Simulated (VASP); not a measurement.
# ZnS (P1) in VASP: single point with LDA

Aim: the single point of ZnS with LDA.

Program: VASP 6.6.1. These are calculated values, not measurements. Logs are shortened: lines on timing, memory, paths and dates and some standing lists are left out, and cuts for length are marked.

### Step 1. The cell of the first run

The typed cell holds 8 atoms: a = 5.266 Å, b = 4.860 Å, c = 6.163 Å, α = 92.51°, β = 91.03°, γ = 89.62°.

### Step 2. Single point, LDA (atoms moved at random and the cell strained at random)

Input file INCAR:

```
PREC = Accurate ; ENCUT = 520
EDIFF = 1E-7 ; ISMEAR = 0
SIGMA = 0.05 ; LREAL = F
LASPH = T ; NELM = 100
ALGO = Normal ; ISIF = 2
LWAVE = F ; LCHARG = F
NBANDS = 46
```

Input file KPOINTS:

```
regular mesh
0
Gamma
  6 6 6
```

Input file POSCAR:

```
ZnS
1.0
    5.2659362175     -0.0162043957      0.0509876570
    0.0162043957     -4.8583540894      0.1188248063
   -0.0509876570      0.1188248063     -6.1614234730
Zn S
4 4
Direct
   -0.0184405505      0.5678103034      0.5041777638
    0.5193693366     -0.0407947405      0.4685483921
    0.4651419787      0.5542901338      0.0255021590
   -0.0158444043     -0.0395257233      0.0771472878
    0.7233685553      0.6773979442      0.7725285514
    0.2732783941      0.2236381736      0.7517864978
    0.2999344030      0.8228619831      0.2492324356
    0.7531922870      0.2343219257      0.1510769125
```

Potentials or basis: VASP PAW LDA potentials, release 64 (Zn, S).

Command:

```
> cat potpaw_LDA.64/Zn/POTCAR potpaw_LDA.64/S/POTCAR > POTCAR
> mpirun -np 1 vasp_std > vasp.out
```

OUTCAR:

```text
PREC = Accurate
   ENCUT = 520
   EDIFF = 1E-7
   ISMEAR = 0
   LREAL = F
   LASPH = T
   NELM = 100
   ISIF = 2

 ion  position               nearest neighbor table
   1  0.982  0.568  0.504-   5 2.20   7 2.67   6 2.76   8 2.90
   2  0.519  0.959  0.469-   7 1.86   6 2.50   5 2.58   8 2.73
   3  0.465  0.554  0.026-   7 2.06   5 2.19   8 2.31   6 2.48
   4  0.984  0.960  0.077-   8 1.84   7 2.08   5 2.65   6 2.89
   5  0.723  0.677  0.773-   3 2.19   1 2.20   2 2.58   4 2.65
   6  0.273  0.224  0.752-   3 2.48   2 2.50   1 2.76   4 2.89
   7  0.300  0.823  0.249-   2 1.86   3 2.06   4 2.08   1 2.67
   8  0.753  0.234  0.151-   4 1.84   3 2.31   2 2.73   1 2.90

  LATTYP: Found a triclinic cell.
 ALAT       =     6.1627800780
 B/A-ratio  =     0.7885781944
 C/A-ratio  =     0.8545182403
 COS(alpha) =     0.0066470243
 COS(beta)  =     0.0180122975
 COS(gamma) =     0.0437477564

  Lattice vectors:

 A1 = (   0.0509876570,  -0.1188248063,   6.1614234730)
 A2 = (   0.0162043957,  -4.8583540894,   0.1188248063)
 A3 = (   5.2659362175,  -0.0162043957,   0.0509876570)

Analysis of symmetry for initial positions (statically):
=====================================================================
 Subroutine PRICEL returns:
 Original cell was already a primitive cell.

 Routine SETGRP: Setting up the symmetry group for a
 triclinic supercell.

 Subroutine GETGRP returns: Found  1 space group operations
 (whereof  1 operations were pure point group operations)
 out of a pool of  2 trial point group operations.

The static configuration has the point symmetry C_1 .

Analysis of symmetry for dynamics (positions and initial velocities):
=====================================================================
 Subroutine PRICEL returns:
 Original cell was already a primitive cell.

 Routine SETGRP: Setting up the symmetry group for a
 triclinic supercell.

 Subroutine GETGRP returns: Found  1 space group operations
 (whereof  1 operations were pure point group operations)
 out of a pool of  2 trial point group operations.

The dynamic configuration has the point symmetry C_1 .

 Subroutine INISYM returns: Found  1 space group operations
 (whereof  1 operations are pure point group operations),
 and found     1 'primitive' translations
[... 102 lines left out ...]
   LNONCOLLINEAR =      F non collinear calculations
   LSORBIT =      F    spin-orbit coupling
   LASPH  =      T    aspherical Exc in radial PAW
   ENCUT  =  520.0 eV  38.22 Ry    6.18 a.u.   9.79  9.04 11.46*2*pi/ulx,y,z
   NELM   =    100;   NELMIN=  2; NELMDL= -5     # of ELM steps
   EDIFF  = 0.1E-06   stopping-criterion for ELM
   LREAL  =      F    real-space projection
   EDIFFG = 0.1E-05   stopping-criterion for IOM
   NSW    =      0    number of steps for IOM
   IBRION =     -1    ionic relax: 0-MD 1-quasi-New 2-CG
   NFREE  =      0    steps in history (QN), initial steepest desc. (CG)
   ISIF   =      2    stress and relaxation
   ISYM   =      2    0-nonsym 1-usesym 2-fastsym
   POTIM  = 0.5000    time-step for ionic-motion
   TEBEG  =    0.0;   TEEND  =   0.0 temperature during run
   PSTRESS=    0.0 pullay stress
   NELECT =      72.0000    total number of electrons
   NUPDOWN=      -1.0000    fix difference up-down
   EMIN   =  10.00;   EMAX   =-10.00  energy-range for DOS
   EFERMI =   0.00;   METHOD = LEGACY
   ISMEAR =     0;   SIGMA  =   0.05  broadening in eV -4-tet -1-fermi 0-gaus
   EFERMI_NEDOS =   21; number of points for ismear=-14 and -15
   IALGO  =     38    algorithm
   IMIX   =      4    mixing-type and parameters
     AMIX     =   0.40;   BMIX     =  1.00
     AMIX_MAG =   1.60;   BMIX_MAG =  1.00
  volume/ion in A,a.u.               =      19.69       132.90
  Fermi-wavevector in a.u.,A,eV,Ry     =   1.261009  2.382962 21.635227  1.590144
  Thomas-Fermi vector in A             =   2.394490
   LORBIT       =      0    0 simple, 1 ext, 2 COOP (PROOUT), +10 PAW based schemes
   GGA     = CA    functional components
   LHFCALC =     F    Hartree Fock is set to
   AEXX    =    0.0000 exact exchange contribution
   IVDW    =     0    specifies the selected vdW correction
   LEPSILON=     F    determine dielectric tensor
   LRPA    =     F    only Hartree local field effects (RPA)
 non-spin polarized calculation
 Gauss-broadening in eV      SIGMA  =   0.05
  energy-cutoff  :      520.00
  volume of cell :      157.54
 maximum number of plane-waves:      4270
   NGX = 19   NGY = 19   NGZ = 23

 number of electron      72.0000029 magnetization

 Free energy of the ion-electron system (eV)
  ---------------------------------------------------
  ext. energy  EPLUGINS =         0.00000000
  ---------------------------------------------------
  free energy    TOTEN  =       -25.67773548 eV

  energy without entropy =      -25.67756079  energy(sigma->0) =      -25.67764813

 E-fermi :   2.7675     XC(G=0): -10.0605

 val. band max:        2.6948032452   @ k =   0.5000   0.5000   0.3333
 cond. band min:       2.8077551459   @ k =   0.0000   0.0000   0.0000
 fundamental gap:      0.1129519008
 Fermi energy:         2.7674691309

 k-point     1 :       0.0000    0.0000    0.0000
  band No.  band energies     occupation
      1     -12.5880      2.00000
      2     -10.7898      2.00000
      3     -10.0271      2.00000
      4      -8.4799      2.00000
      5      -6.4663      2.00000
      6      -5.8754      2.00000
[... 1165 lines left out ...]
     45       8.7810      0.00000
     46       9.3122      0.00000

 [... further k-points ...]
[... 5 lines left out ...]
  --------------------------------------------------------------------------------------
  -------------------------------------------------------------------------------------
  Total       15.0713430      8.2506693     -0.8752912      6.0485363      6.8158980     -2.4140867
  in kB      153.2711266     83.9068807     -8.9014540     61.5118354     69.3156786    -24.5505520
  external PRESSURE =      76.0921844 kB  Pullay stress =       0.0000000 kB

 VOLUME and BASIS-vectors are now :
 -----------------------------------------------------------------------------
  energy-cutoff  :      520.00
  volume of cell :      157.54
      direct lattice vectors                 reciprocal lattice vectors
     5.265936218 -0.016204396  0.050987657     0.189916693  0.000595284 -0.001560138
     0.016204396 -4.858354089  0.118824806    -0.000595284 -0.205930022 -0.003966493
    -0.050987657  0.118824806 -6.161423473     0.001560138 -0.003966493 -0.162389563

 POSITION                                       TOTAL-FORCE (eV/Angst)
 -----------------------------------------------------------------------------------
      5.15232     -2.71462     -2.98894         0.958084      1.477247     -0.131796
      2.72662     -4.61290     -2.74647         4.299254     -3.422697     -6.711398
      2.45709     -2.69744     -0.06755         0.093677      2.749618      2.118510
      5.19413     -4.67310     -0.31103         3.501069      4.138921      4.215618
      3.78080     -3.21097     -4.64250         1.170291     -1.761910      1.326361
      1.40436     -1.00161     -4.59157        -0.596600     -0.405959      0.819214
      1.58006     -3.97300     -1.42256        -4.758766      3.178548      2.443473
      3.96236     -1.13267     -0.86460        -4.667010     -5.953768     -4.079981
 -----------------------------------------------------------------------------------
    total drift:                                0.000025     -0.000366     -0.001590

  FREE ENERGIE OF THE ION-ELECTRON SYSTEM (eV)
  ---------------------------------------------------
  free  energy   TOTEN  =       -25.6777354778 eV

  energy  without entropy=      -25.6775607872  energy(sigma->0) =      -25.67764813
```

Wall time 18 min (1 thread of Oxide Virtual Turin-like, shared host); peak memory 0.58 GiB.

Results:

| Item | Value |
| --- | --- |
| Free energy | -25.6777 eV |
| Pressure | 7.6 GPa |
| Largest force | 8.674 eV/Å |
| Band gap on the k mesh | 0.11 eV (least direct gap 0.22 eV) |

Forces on the atoms (eV/Å):
```
Zn   0.958  1.477 -0.132
Zn   4.299 -3.423 -6.711
Zn   0.094  2.750  2.119
Zn   3.501  4.139  4.216
S    1.170 -1.762  1.326
S   -0.597 -0.406  0.819
S   -4.759  3.179  2.443
S   -4.667 -5.954 -4.080
```

Stress tensor (GPa, compression positive):
```
15.33  6.15 -2.46
 6.15  8.39  6.93
-2.46  6.93 -0.89
```

Caveat: the cell differs from its parent crystal (atoms moved at random and the cell strained at random); the cell stands under pressure; forces of over 1 eV/Å act on the atoms, so gaps and moduli don't describe the material at rest. A k mesh can miss the band edges.
